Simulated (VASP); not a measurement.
# TlCl (Pm-3m) in VASP: single point with r2SCAN

Aim: the single point of TlCl with r2SCAN.

Everything below comes from runs of VASP 6.6.1. Logs are shortened: lines on timing, memory, paths and dates and some standing lists are left out, and cuts for length are marked.

## Step 1: The cell of the first run

Symmetry: Pm-3m, No. 221, cubic system. The conventional cell has a = 3.839 Å, b = 3.839 Å, c = 3.839 Å, α = 90.00°, β = 90.00°, γ = 90.00°. Within 4.4 Å of Tl (site symmetry m-3m) lie 8 Cl at 3.32 Å and 6 Tl at 3.84 Å. Within 4.4 Å of Cl (site symmetry m-3m) lie 8 Tl at 3.32 Å and 6 Cl at 3.84 Å.

## Step 2: Single point, r2SCAN

Contents of POSCAR:

```
TlCl
1.0
    3.8388256296      0.0000000000      0.0000000000
    0.0000000000      3.8388256296      0.0000000000
    0.0000000000      0.0000000000      3.8388256296
Tl Cl
1 1
Direct
    0.0000000000      0.0000000000      0.0000000000
    0.5000000000      0.5000000000      0.5000000000
```

Contents of INCAR.step1:

```
PREC = Accurate
ENCUT = 550
ISMEAR = 0
SIGMA = 0.01
LREAL = F
LASPH = T
NELM = 120
NBANDS = 17
GGA = PE
ALGO = Normal
EDIFF = 1E-5
LWAVE = T
LCHARG = F
GGA_COMPAT = F
```

Contents of INCAR.step2:

```
PREC = Accurate
ENCUT = 550
EDIFF = 1E-6
ISMEAR = 0
SIGMA = 0.01
LREAL = F
LASPH = T
NELM = 120
ALGO = Normal
ISIF = 2
LWAVE = F
LCHARG = F
METAGGA = R2SCAN
LMIXTAU = T
NBANDS = 17
ISTART = 1
GGA_COMPAT = F
```

Contents of KPOINTS:

```
regular mesh
0
Gamma
  6 6 6
```

Potentials or basis: VASP PAW PBE potentials, release 64 (Tl_d, Cl).

The run is started by

```
$ cat potpaw_PBE.64/Tl_d/POTCAR potpaw_PBE.64/Cl/POTCAR > POTCAR
$ cp INCAR.step1 INCAR
$ mpirun -np 1 vasp_std > vasp.out
$ cp INCAR.step2 INCAR
$ mpirun -np 1 vasp_std > vasp.out
```

OUTCAR:

```text
PREC = Accurate
   ENCUT = 550
   EDIFF = 1E-6
   ISMEAR = 0
   LREAL = F
   LASPH = T
   NELM = 120
   ISIF = 2
   METAGGA = R2SCAN
   ISTART = 1

 ion  position               nearest neighbor table
   1  0.000  0.000  0.000-   2 3.32   2 3.32   2 3.32   2 3.32   2 3.32   2 3.32   2 3.32   2 3.32

   2  0.500  0.500  0.500-   1 3.32   1 3.32   1 3.32   1 3.32   1 3.32   1 3.32   1 3.32   1 3.32

  LATTYP: Found a simple cubic cell.
 ALAT       =     3.8388256296

  Lattice vectors:

 A1 = (   3.8388256296,   0.0000000000,   0.0000000000)
 A2 = (   0.0000000000,   3.8388256296,   0.0000000000)
 A3 = (   0.0000000000,   0.0000000000,   3.8388256296)

Analysis of symmetry for initial positions (statically):
=====================================================================
 Subroutine PRICEL returns:
 Original cell was already a primitive cell.

 Routine SETGRP: Setting up the symmetry group for a
 simple cubic supercell.

 Subroutine GETGRP returns: Found 48 space group operations
 (whereof 48 operations were pure point group operations)
 out of a pool of 48 trial point group operations.

The static configuration has the point symmetry O_h .

Analysis of symmetry for dynamics (positions and initial velocities):
=====================================================================
 Subroutine PRICEL returns:
 Original cell was already a primitive cell.

 Routine SETGRP: Setting up the symmetry group for a
 simple cubic supercell.

 Subroutine GETGRP returns: Found 48 space group operations
 (whereof 48 operations were pure point group operations)
 out of a pool of 48 trial point group operations.

The dynamic configuration has the point symmetry O_h .

 Subroutine INISYM returns: Found 48 space group operations
 (whereof 48 operations are pure point group operations),
 and found     1 'primitive' translations

----------------------------------------------------------------------------------------

                                     Primitive cell

  volume of cell :      56.5712

  direct lattice vectors                    reciprocal lattice vectors
     3.838825630  0.000000000  0.000000000     0.260496333  0.000000000  0.000000000
     0.000000000  3.838825630  0.000000000     0.000000000  0.260496333  0.000000000
     0.000000000  0.000000000  3.838825630     0.000000000  0.000000000  0.260496333

  length of vectors
     3.838825630  3.838825630  3.838825630     0.260496333  0.260496333  0.260496333

  position of ions in fractional coordinates (direct lattice)
     0.000000000  0.000000000  0.000000000
     0.500000000  0.500000000  0.500000000

  ion indices of the primitive-cell ions
   primitive index   ion index
                 1           1
                 2           2

----------------------------------------------------------------------------------------

 KPOINTS: regular mesh

Automatic generation of k-mesh.
 Grid dimensions read from file:
 generate k-points for:    6    6    6

 Generating k-lattice:

  Cartesian coordinates                     Fractional coordinates (reciprocal lattice)
     0.043416056  0.000000000  0.000000000     0.166666667  0.000000000  0.000000000
     0.000000000  0.043416056  0.000000000     0.000000000  0.166666667  0.000000000
     0.000000000  0.000000000  0.043416056     0.000000000  0.000000000  0.166666667

  Length of vectors
     0.043416056  0.043416056  0.043416056

  Shift w.r.t. Gamma in fractional coordinates (k-lattice)
     0.000000000  0.000000000  0.000000000

 Subroutine IBZKPT returns following result:
 ===========================================

 Found     20 irreducible k-points:

 Following reciprocal coordinates:
            Coordinates               Weight
  0.000000  0.000000  0.000000      1.000000
  0.166667  0.000000  0.000000      6.000000
  0.333333  0.000000  0.000000      6.000000
  0.500000  0.000000  0.000000      3.000000
  0.166667  0.166667  0.000000     12.000000
  0.333333  0.166667  0.000000     24.000000
[... 12 lines left out ...]
  0.500000  0.500000  0.333333      6.000000
  0.500000  0.500000  0.500000      1.000000
   k-points           NKPTS =     20   k-points in BZ     NKDIM =     20   number of bands    NBANDS=     17
   number of dos      NEDOS =    301   number of ions     NIONS =      2
   total plane-waves  NPLWV =  27000
   dimension x,y,z NGX =    30 NGY =   30 NGZ =   30
   dimension x,y,z NGXF=    60 NGYF=   60 NGZF=   60
   ions per type =               1   1
   NGX,Y,Z   is equivalent  to a cutoff of  12.99, 12.99, 12.99 a.u.
   NGXF,Y,Z  is equivalent  to a cutoff of  25.98, 25.98, 25.98 a.u.
 SYSTEM =  unknown system
   PREC   = accura    normal or accurate (medium, high low for compatibility)
   ISTART =      1    job   : 0-new  1-cont  2-samecut
   ICHARG =      0    charge: 1-file 2-atom 10-const
   ISPIN  =      1    spin polarized calculation?
   LNONCOLLINEAR =      F non collinear calculations
   LSORBIT =      F    spin-orbit coupling
   LASPH  =      T    aspherical Exc in radial PAW
   ENCUT  =  550.0 eV  40.42 Ry    6.36 a.u.   7.34  7.34  7.34*2*pi/ulx,y,z
   NELM   =    120;   NELMIN=  2; NELMDL=  0     # of ELM steps
   EDIFF  = 0.1E-05   stopping-criterion for ELM
   LREAL  =      F    real-space projection
   EDIFFG = 0.1E-04   stopping-criterion for IOM
   NSW    =      0    number of steps for IOM
   IBRION =     -1    ionic relax: 0-MD 1-quasi-New 2-CG
   NFREE  =      0    steps in history (QN), initial steepest desc. (CG)
   ISIF   =      2    stress and relaxation
   ISYM   =      2    0-nonsym 1-usesym 2-fastsym
   POTIM  = 0.5000    time-step for ionic-motion
   TEBEG  =    0.0;   TEEND  =   0.0 temperature during run
   PSTRESS=    0.0 pullay stress
   NELECT =      20.0000    total number of electrons
   NUPDOWN=      -1.0000    fix difference up-down
   EMIN   =  10.00;   EMAX   =-10.00  energy-range for DOS
   EFERMI =   0.00;   METHOD = LEGACY
   ISMEAR =     0;   SIGMA  =   0.01  broadening in eV -4-tet -1-fermi 0-gaus
   EFERMI_NEDOS =   21; number of points for ismear=-14 and -15
   IALGO  =     38    algorithm
   IMIX   =      4    mixing-type and parameters
     AMIX     =   0.40;   BMIX     =  1.00
     AMIX_MAG =   1.60;   BMIX_MAG =  1.00
  volume/ion in A,a.u.               =      28.29       190.88
  Fermi-wavevector in a.u.,A,eV,Ry     =   1.157586  2.187520 18.231867  1.340004
  Thomas-Fermi vector in A             =   2.294196
   LORBIT       =      0    0 simple, 1 ext, 2 COOP (PROOUT), +10 PAW based schemes
   METAGGA = R2SCAN    functional components
   LHFCALC =     F    Hartree Fock is set to
   AEXX    =    0.0000 exact exchange contribution
   IVDW    =     0    specifies the selected vdW correction
   LEPSILON=     F    determine dielectric tensor
   LRPA    =     F    only Hartree local field effects (RPA)
 non-spin polarized calculation
 Gauss-broadening in eV      SIGMA  =   0.01
  energy-cutoff  :      550.00
  volume of cell :       56.57
 maximum number of plane-waves:      1675
 NGX is ok and might be reduce to    30
   NGX = 15   NGY = 15   NGZ = 15

 number of electron      20.0000005 magnetization

 Free energy of the ion-electron system (eV)
  ---------------------------------------------------
  ext. energy  EPLUGINS =         0.00000000
  ---------------------------------------------------
  free energy    TOTEN  =       -61.54947575 eV

  energy without entropy =      -61.54947575  energy(sigma->0) =      -61.54947575

 E-fermi :   2.4571     XC(G=0):  -9.6093

 val. band max:        2.3786789916   @ k =   0.5000   0.0000   0.0000
 cond. band min:       4.8944810030   @ k =   0.5000   0.0000   0.0000
 fundamental gap:      2.5158020114
 Fermi energy:         2.4570731480

 k-point     1 :       0.0000    0.0000    0.0000
  band No.  band energies     occupation
      1     -12.0094      2.00000
      2      -7.8918      2.00000
      3      -7.8918      2.00000
      4      -7.6436      2.00000
      5      -7.6436      2.00000
      6      -7.6436      2.00000
[... 9 lines left out ...]
     16      15.6384      0.00000
     17      17.3153      0.00000

 k-point     2 :       0.1667    0.0000    0.0000
  band No.  band energies     occupation
      1     -11.9507      2.00000
      2      -7.8884      2.00000
      3      -7.8478      2.00000
      4      -7.6637      2.00000
      5      -7.6637      2.00000
      6      -7.6418      2.00000
[... 9 lines left out ...]
     16      16.9592      0.00000
     17      17.1388      0.00000

 k-point     3 :       0.3333    0.0000    0.0000
  band No.  band energies     occupation
      1     -11.8277      2.00000
      2      -7.8815      2.00000
      3      -7.7632      2.00000
      4      -7.7034      2.00000
      5      -7.7034      2.00000
      6      -7.6381      2.00000
[... 9 lines left out ...]
     16      15.4135      0.00000
     17      17.2930      0.00000

 k-point     4 :       0.5000    0.0000    0.0000
  band No.  band energies     occupation
      1     -11.7632      2.00000
      2      -7.8780      2.00000
      3      -7.7232      2.00000
      4      -7.7229      2.00000
      5      -7.7229      2.00000
      6      -7.6362      2.00000
[... 9 lines left out ...]
     16      17.0957      0.00000
     17      17.2851      0.00000
[... 263 lines left out ...]
      1     -11.5553      2.00000
      2      -7.7959      2.00000
      3      -7.7660      2.00000
      4      -7.7285      2.00000
      5      -7.6591      2.00000
      6      -7.6094      2.00000
[... 9 lines left out ...]
     16      15.3497      0.00000
     17      19.7851      0.00000

 k-point    19 :       0.5000    0.5000    0.3333
  band No.  band energies     occupation
      1     -11.5112      2.00000
      2      -7.7919      2.00000
      3      -7.7919      2.00000
      4      -7.7796      2.00000
      5      -7.6335      2.00000
      6      -7.5805      2.00000
[... 9 lines left out ...]
     16      15.7035      0.00000
     17      20.0424      0.00000

 k-point    20 :       0.5000    0.5000    0.5000
  band No.  band energies     occupation
      1     -11.4606      2.00000
      2      -7.8212      2.00000
      3      -7.8212      2.00000
      4      -7.8212      2.00000
      5      -7.5795      2.00000
      6      -7.5795      2.00000
[... 9 lines left out ...]
     16      16.0920      0.00000
     17      20.1682      0.00000

------------------------ aborting loop because EDIFF is reached ----------------------------------------

  FORCE on cell =-STRESS in cart. coord.  units (eV):
  Direction    XX          YY          ZZ          XY          YZ          ZX
  --------------------------------------------------------------------------------------
  -------------------------------------------------------------------------------------
  Total       -0.0210158     -0.0210158     -0.0210158     -0.0000000      0.0000000      0.0000000
  in kB       -0.5951984     -0.5951984     -0.5951984     -0.0000000      0.0000000      0.0000000
  external PRESSURE =      -0.5951984 kB  Pullay stress =       0.0000000 kB

 VOLUME and BASIS-vectors are now :
 -----------------------------------------------------------------------------
  energy-cutoff  :      550.00
  volume of cell :       56.57
      direct lattice vectors                 reciprocal lattice vectors
     3.838825630  0.000000000  0.000000000     0.260496333  0.000000000  0.000000000
     0.000000000  3.838825630  0.000000000     0.000000000  0.260496333  0.000000000
     0.000000000  0.000000000  3.838825630     0.000000000  0.000000000  0.260496333

 POSITION                                       TOTAL-FORCE (eV/Angst)
 -----------------------------------------------------------------------------------
      0.00000      0.00000      0.00000         0.000000      0.000000      0.000000
      1.91941      1.91941      1.91941         0.000000      0.000000      0.000000
 -----------------------------------------------------------------------------------
    total drift:                                0.000000      0.000000     -0.000000

  FREE ENERGIE OF THE ION-ELECTRON SYSTEM (eV)
  ---------------------------------------------------
  free  energy   TOTEN  =       -61.5494757516 eV

  energy  without entropy=      -61.5494757516  energy(sigma->0) =      -61.54947575
```

Run time: 2.5 min. Hardware: 1 thread of Intel Xeon 8259CL, shared host; peak memory 0.18 GiB.

What came out:

```yaml
Free_energy: -61.5495 eV
Pressure: -0.1 GPa
Band_gap_on_the_k_mesh: 2.52 eV, direct
```

Caveat: the PAW data sets were made with another functional, which shifts forces and pressure a little; spin-orbit coupling is left out, which moves the levels of the heavy elements. A k mesh can miss the band edges.
